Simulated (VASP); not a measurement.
# CaZrSe3 (I4/mcm) in VASP: notebook

Runs on CaZrSe3. Level: PBE. Tasks: single point.

Everything below comes from runs of VASP 6.6.1. Logs are shortened: lines on timing, memory, paths and dates and some standing lists are left out, and cuts for length are marked.

## 1. The cell of the first run

Symmetry: I4/mcm, No. 140, tetragonal system. The conventional cell has a = 7.127 Å, b = 7.127 Å, c = 10.499 Å, α = 90.00°, β = 90.00°, γ = 90.00°. Within 4.1 Å of Ca (site symmetry -42m) lie 8 Se at 3.09 to 3.56 Å. Zr (site symmetry 4/m) has 6 Se at 2.62 to 2.67 Å within 3.5 Å. Within 3.5 Å of Se (site symmetry m2m) lie 2 Zr at 2.67 Å and 2 Ca at 3.09 Å and 1 Se at 3.28 Å. Se (site symmetry 422) has 2 Zr at 2.62 Å and 4 Ca at 3.56 Å and 8 Se at 3.74 Å within 3.8 Å.

## 2. Single point, PBE

Input file INCAR:

```
SYSTEM = CaZrSe3
ALGO = Normal
EDIFF = 1E-7
ENCUT = 520
GGA = PE
ISIF = 2
ISMEAR = 0
LASPH = .TRUE.
LCHARG = .FALSE.
LREAL = .FALSE.
LWAVE = .FALSE.
NBANDS = 51
NELM = 60
PREC = Accurate
SIGMA = 0.1
```

Input file KPOINTS:

```
k-points
0
G
  4 4 4
  0 0 0
```

Input file POSCAR:

```
CaZrSe3
1.0
   -3.5633387606      3.5633387606      5.2497059006
    3.5633387606     -3.5633387606      5.2497059006
    3.5633387606      3.5633387606     -5.2497059006
Ca Zr Se
2 2 6
Direct
    0.7500000000      0.2500000000      0.5000000000
    0.2500000000      0.7500000000      0.5000000000
    0.5000000000      0.5000000000      0.0000000000
    0.0000000000      0.0000000000      0.0000000000
    0.3374030739      0.8374030739      0.1748061478
    0.8374030739      0.6625969261      0.5000000000
    0.7500000000      0.7500000000      0.0000000000
    0.6625969261      0.1625969261      0.8251938522
    0.1625969261      0.3374030739      0.5000000000
    0.2500000000      0.2500000000      0.0000000000
```

Potentials or basis: VASP PAW PBE potentials, release 64 (Ca_sv, Zr_sv, Se).

On the command line:

```console
> cat potpaw_PBE.64/Ca_sv/POTCAR potpaw_PBE.64/Zr_sv/POTCAR potpaw_PBE.64/Se/POTCAR > POTCAR
> mpirun -np 1 vasp_std > vasp.out
```

OUTCAR:

```text
SYSTEM = CaZrSe3
   EDIFF = 1E-7
   ENCUT = 520
   GGA = PE
   ISIF = 2
   ISMEAR = 0
   LASPH = .TRUE.
   LREAL = .FALSE.
   NELM = 60
   PREC = Accurate

 ion  position               nearest neighbor table
   1  0.750  0.250  0.500-
   2  0.250  0.750  0.500-
   3  0.500  0.500  0.000-   7 2.62  10 2.62   5 2.67   8 2.67   6 2.67   9 2.67
   4  0.000  0.000  0.000-   7 2.62  10 2.62   8 2.67   9 2.67   5 2.67   6 2.67
   5  0.337  0.837  0.175-   3 2.67   4 2.67
   6  0.837  0.663  0.500-   4 2.67   3 2.67
   7  0.750  0.750  0.000-   3 2.62   4 2.62
   8  0.663  0.163  0.825-   3 2.67   4 2.67
   9  0.163  0.337  0.500-   3 2.67   4 2.67
  10  0.250  0.250  0.000-   3 2.62   4 2.62

  LATTYP: Found a body centered tetragonal cell.
 ALAT       =     7.1266775212
 C/A-ratio  =     1.4732547909

  Lattice vectors:

 A1 = (  -3.5633387606,   3.5633387606,   5.2497059006)
 A2 = (   3.5633387606,  -3.5633387606,   5.2497059006)
 A3 = (   3.5633387606,   3.5633387606,  -5.2497059006)

Analysis of symmetry for initial positions (statically):
=====================================================================
 Subroutine PRICEL returns:
 Original cell was already a primitive cell.

 Routine SETGRP: Setting up the symmetry group for a
 body centered tetragonal supercell.

 Subroutine GETGRP returns: Found 16 space group operations
 (whereof  8 operations were pure point group operations)
 out of a pool of 16 trial point group operations.

The static configuration has the point symmetry C_4h.
 The point group associated with its full space group is D_4h.

Analysis of symmetry for dynamics (positions and initial velocities):
=====================================================================
 Subroutine PRICEL returns:
 Original cell was already a primitive cell.

 Routine SETGRP: Setting up the symmetry group for a
 body centered tetragonal supercell.

 Subroutine GETGRP returns: Found 16 space group operations
 (whereof  8 operations were pure point group operations)
 out of a pool of 16 trial point group operations.

The dynamic configuration has the point symmetry C_4h.
 The point group associated with its full space group is D_4h.

 Subroutine INISYM returns: Found 16 space group operations
 (whereof  8 operations are pure point group operations),
 and found     1 'primitive' translations

[... 106 lines left out ...]
   POTIM  = 0.5000    time-step for ionic-motion
   TEBEG  =    0.0;   TEEND  =   0.0 temperature during run
   PSTRESS=    0.0 pullay stress
   NELECT =      80.0000    total number of electrons
   NUPDOWN=      -1.0000    fix difference up-down
   EMIN   =  10.00;   EMAX   =-10.00  energy-range for DOS
   EFERMI =   0.00;   METHOD = LEGACY
   ISMEAR =     0;   SIGMA  =   0.10  broadening in eV -4-tet -1-fermi 0-gaus
   EFERMI_NEDOS =   21; number of points for ismear=-14 and -15
   IALGO  =     38    algorithm
   IMIX   =      4    mixing-type and parameters
     AMIX     =   0.40;   BMIX     =  1.00
     AMIX_MAG =   1.60;   BMIX_MAG =  1.00
  volume/ion in A,a.u.               =      26.66       179.93
  Fermi-wavevector in a.u.,A,eV,Ry     =   1.095978  2.071098 16.342874  1.201167
  Thomas-Fermi vector in A             =   2.232311
   LORBIT       =      0    0 simple, 1 ext, 2 COOP (PROOUT), +10 PAW based schemes
   GGA     = PE    functional components
   LHFCALC =     F    Hartree Fock is set to
   AEXX    =    0.0000 exact exchange contribution
   IVDW    =     0    specifies the selected vdW correction
   LEPSILON=     F    determine dielectric tensor
   LRPA    =     F    only Hartree local field effects (RPA)
 non-spin polarized calculation
 Gauss-broadening in eV      SIGMA  =   0.10
  energy-cutoff  :      520.00
  volume of cell :      266.63
 maximum number of plane-waves:      7216
   NGX = 27   NGY = 27   NGZ = 27

 number of electron      79.9999997 magnetization

 Free energy of the ion-electron system (eV)
  ---------------------------------------------------
  ext. energy  EPLUGINS =         0.00000000
  ---------------------------------------------------
  free energy    TOTEN  =       -56.25803411 eV

  energy without entropy =      -56.25783759  energy(sigma->0) =      -56.25793585

 E-fermi :   4.1785     XC(G=0):  -9.2103

 val. band max:        3.9789113452   @ k =   0.0000   0.0000   0.0000
 cond. band min:       4.3511098655   @ k =   0.5000   0.5000   0.0000
 fundamental gap:      0.3721985204
 Fermi energy:         4.1785019177

 k-point     1 :       0.0000    0.0000    0.0000
  band No.  band energies     occupation
      1     -45.6675      2.00000
      2     -45.6673      2.00000
      3     -37.6942      2.00000
      4     -37.6939      2.00000
      5     -23.7895      2.00000
      6     -23.7799      2.00000
[... 691 lines left out ...]
     50       6.9263      0.00000
     51       7.0076      0.00000

------------------------ aborting loop because EDIFF is reached ----------------------------------------

  FORCE on cell =-STRESS in cart. coord.  units (eV):
  Direction    XX          YY          ZZ          XY          YZ          ZX
  --------------------------------------------------------------------------------------
  -------------------------------------------------------------------------------------
  Total       -0.1175081     -0.1175081      0.4537906      0.0000000      0.0000000      0.0000000
  in kB       -0.7061049     -0.7061049      2.7268227      0.0000000      0.0000000      0.0000000
  external PRESSURE =       0.4382043 kB  Pullay stress =       0.0000000 kB

 VOLUME and BASIS-vectors are now :
 -----------------------------------------------------------------------------
  energy-cutoff  :      520.00
  volume of cell :      266.63
      direct lattice vectors                 reciprocal lattice vectors
    -3.563338761  3.563338761  5.249705901     0.000000000  0.140317841  0.095243431
     3.563338761 -3.563338761  5.249705901     0.140317841  0.000000000  0.095243431
     3.563338761  3.563338761 -5.249705901     0.140317841  0.140317841  0.000000000

 POSITION                                       TOTAL-FORCE (eV/Angst)
 -----------------------------------------------------------------------------------
      0.00000      3.56334      2.62485         0.000000      0.000000     -0.000000
      3.56334      0.00000      2.62485         0.000000      0.000000     -0.000000
      0.00000      0.00000      5.24971         0.000000      0.000000     -0.000000
      0.00000      0.00000      0.00000         0.000000      0.000000     -0.000000
      2.40456     -1.15878      5.24971         0.018463      0.018463     -0.000000
      1.15878      2.40456      5.24971        -0.018463      0.018463     -0.000000
      0.00000      0.00000      7.87456         0.000000      0.000000     -0.000000
      1.15878      4.72211      0.00000        -0.018463     -0.018463      0.000000
      2.40456      1.15878      0.00000         0.018463     -0.018463      0.000000
      0.00000      0.00000      2.62485         0.000000     -0.000000     -0.000000
 -----------------------------------------------------------------------------------
    total drift:                                0.000000     -0.000000      0.000000

  FREE ENERGIE OF THE ION-ELECTRON SYSTEM (eV)
  ---------------------------------------------------
  free  energy   TOTEN  =       -56.2580341092 eV

  energy  without entropy=      -56.2578375898  energy(sigma->0) =      -56.25793585
```

stdout:

```text
POSCAR found type information on POSCAR CaZrSe
 POSCAR found :  3 types and      10 ions
 scaLAPACK will be used
 LDA part: xc-table for (Slater+PW92), standard interpolation
 POSCAR, INCAR and KPOINTS ok, starting setup
 FFT: planning ... GRIDC
 FFT: planning ... GRID_SOFT
 FFT: planning ... GRID
 WAVECAR not read
 entering main loop
```

Wall time 3.9 min (1 thread of Intel Xeon Platinum 8375C at 2.90GHz (Ice Lake), shared host); peak memory 0.48 GiB.

Results:

| Property | Result |
| --- | --- |
| Free energy | -56.2580 eV |
| Pressure | 0.0 GPa |
| Largest force | 0.026 eV/Å |
| Band gap on the k mesh | 0.37 eV (least direct gap 0.73 eV) |

Forces on the atoms (eV/Å):
```
Ca   0.000  0.000  0.000
Ca   0.000  0.000  0.000
Zr   0.000  0.000  0.000
Zr   0.000  0.000  0.000
Se   0.018  0.018  0.000
Se  -0.018  0.018  0.000
Se   0.000  0.000  0.000
Se  -0.018 -0.018  0.000
Se   0.018 -0.018  0.000
Se   0.000  0.000  0.000
```

Stress tensor (GPa, compression positive):
```
-0.07  0.00  0.00
 0.00 -0.07  0.00
 0.00  0.00  0.27
```

A k mesh can miss the band edges.

## 3. Single point, PBE

This run uses another cell than the first one, of 29.02 Å³/atom.

Input file INCAR:

```
SYSTEM = CaZrSe3
PREC = Accurate
ENCUT = 520
EDIFF = 1E-6
ISMEAR = 0
SIGMA = 0.1
LREAL = .FALSE.
LASPH = .TRUE.
NELM = 80
ALGO = Normal
ISIF = 2
LWAVE = .FALSE.
LCHARG = .FALSE.
GGA = PE
NBANDS = 51
```

Input file KPOINTS:

```
Automatic mesh
0
G
  4 4 4
  0 0 0
```

Input file POSCAR:

```
CaZrSe3
1.0
   -3.7155406900      3.7155406900      5.2545680300
    3.7155406900     -3.7155406900      5.2545680300
    3.7155406900      3.7155406900     -5.2545680300
Ca Zr Se
2 2 6
Direct
    0.7500000000      0.2500000000      0.5000000000
    0.2500000000      0.7500000000      0.5000000000
    0.5000000000      0.5000000000      0.0000000000
    0.0000000000      0.0000000000      0.0000000000
    0.2918935200      0.7918935200      0.0837870400
    0.7918935200      0.7081064800      0.5000000000
    0.7500000000      0.7500000000      0.0000000000
    0.7081064800      0.2081064800      0.9162129600
    0.2081064800      0.2918935200      0.5000000000
    0.2500000000      0.2500000000      0.0000000000
```

Potentials or basis: VASP PAW PBE potentials, release 64 (Ca_sv, Zr_sv, Se).

On the command line:

```console
> cat potpaw_PBE.64/Ca_sv/POTCAR potpaw_PBE.64/Zr_sv/POTCAR potpaw_PBE.64/Se/POTCAR > POTCAR
> mpirun -np 1 vasp_std > vasp.out
```

Wall time 3.8 min (1 thread of Intel Xeon Platinum 8375C at 2.90GHz (Ice Lake), shared host); peak memory 0.52 GiB.

Results (log left out):

```
Free energy            : -55.1009 eV
Pressure               : -2.2 GPa
Largest force          : 0.712 eV/Å
Band gap on the k mesh : 0.43 eV
```

Forces on the atoms (eV/Å):
```
Ca   0.000  0.000  0.000
Ca   0.000  0.000  0.000
Zr   0.000  0.000  0.000
Zr   0.000  0.000  0.000
Se   0.504  0.504  0.000
Se  -0.504  0.504  0.000
Se   0.000  0.000  0.000
Se  -0.504 -0.504  0.000
Se   0.504 -0.504  0.000
Se   0.000  0.000  0.000
```

Levels at points of the mesh, in eV from the valence-band top:
| k point | band 38 | band 39 | band 40 | band 41 | band 42 | band 43 |
| --- | --- | --- | --- | --- | --- | --- |
| (0.00, 0.00, 0.00) | -0.38 | -0.19 | -0.19 | 0.44 | 0.59 | 0.59 |
| (0.50, 0.00, 0.00) | -0.78 | -0.63 | -0.63 | 1.42 | 1.42 | 1.66 |
| (0.50, 0.50, 0.00) | -0.74 | -0.65 | -0.02 | 0.43 | 1.85 | 1.92 |
| (0.50, 0.50, 0.50) | -0.56 | -0.56 | -0.52 | 0.55 | 1.73 | 2.13 |

A k mesh can miss the band edges.
